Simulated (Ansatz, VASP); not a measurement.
Re in VASP and in Ansatz

Contents of POSCAR:

```
Re
1.0
    2.7598270443      0.0000000000      0.0000000000
   -1.3799135221      2.3900803304      0.0000000000
    0.0000000000      0.0000000000      4.4572270891
Re
2
Direct
    0.3333333333      0.6666666667      0.2500000000
    0.6666666667      0.3333333333      0.7500000000
```

The input INCAR.step1:

```
SYSTEM = Re
PREC     = Accurate       ! precision mode
ENCUT    = 520            ! plane-wave cutoff, eV
ISMEAR   = 1              ! smearing method
SIGMA    = 0.1            ! smearing width, eV
LREAL    = .FALSE.        ! projectors in reciprocal space
LASPH    = .TRUE.         ! aspherical terms in the spheres
NELM     = 60             ! most SCF steps
NBANDS   = 14             ! bands
GGA      = PE             ! functional
ALGO     = Normal         ! electronic algorithm
EDIFF    = 1E-4           ! SCF threshold, eV
LWAVE    = .TRUE.         ! write WAVECAR
LCHARG   = .FALSE.        ! write CHGCAR
```

INCAR.step2

```
SYSTEM = Re
PREC     = Accurate       ! precision mode
ENCUT    = 520            ! plane-wave cutoff, eV
EDIFF    = 1E-6           ! SCF threshold, eV
ISMEAR   = 1              ! smearing method
SIGMA    = 0.1            ! smearing width, eV
LREAL    = .FALSE.        ! projectors in reciprocal space
LASPH    = .TRUE.         ! aspherical terms in the spheres
NELM     = 60             ! most SCF steps
ALGO     = Normal         ! electronic algorithm
ISIF     = 2              ! what is computed and relaxed
LWAVE    = .FALSE.        ! write WAVECAR
LCHARG   = .FALSE.        ! write CHGCAR
METAGGA  = R2SCAN         ! meta-GGA
LMIXTAU  = .TRUE.       
NBANDS   = 14             ! bands
ISTART   = 1
```

Contents of KPOINTS:

```
regular mesh
0
G
  13 13 7
  0 0 0
```

Input for Ansatz:

```yaml
crystal:
  lattice:
    - [2.7598270443, 0.0, 0.0]
    - [-1.3799135221, 2.3900803304, 0.0]
    - [0.0, 0.0, 4.4572270891]
  atoms:
    - { symbol: Re, position: [0.3333333333, 0.6666666667, 0.25] }
    - { symbol: Re, position: [0.6666666667, 0.3333333333, 0.75] }
hamiltonian:
  xc: r2scan
  pseudopotentials:
    kind: paw
    azcp:
      Re: "pseudopotentials/Re.paw.azcp"
basis:
  ecutwfc: 500
  fft_grid_basis: typed
kpoints:
  mp_grid: { grid: [13, 13, 7], shift: [0, 0, 0] }
magnetization:
  spin_polarized: false
scf:
  occupations: { method: methfessel_paxton, width: 0.1 }
  lower_state_search: "off"
output:
  stress: true
  write_density: true
  write_potential: true
  elf: true
  volumetric_format: npy
```

Alike in both runs: task single point; functional r2SCAN; k mesh 13 × 13 × 7; occupations methfessel-paxton of order 1, width 0.1 eV; no spin polarisation.

|  | VASP | Ansatz |
| --- | --- | --- |
| version | VASP 6.6.1 | Ansatz 0.2.0 |
| potentials or method | VASP PAW PBE potentials, release 64 (Re), cutoff 520 eV | plane waves (500 eV) with PAW, scalar-relativistic |
| valence electrons in the cell | 14 | 30 |

|  | VASP | Ansatz | Ansatz less VASP |
| --- | --- | --- | --- |
| pressure (GPa) | -0.2 | -0.2 | -0.06 |
| traceless stress, the component that is largest in VASP (GPa) | -0.15 | -0.07 | +0.077 |

VASP's potentials were made for PBE, not for r2SCAN. VASP's potentials hold 14 valence electrons a cell and Ansatz's 30, so a difference there can come from the potentials and not from the codes.

Spin-orbit coupling is off throughout.
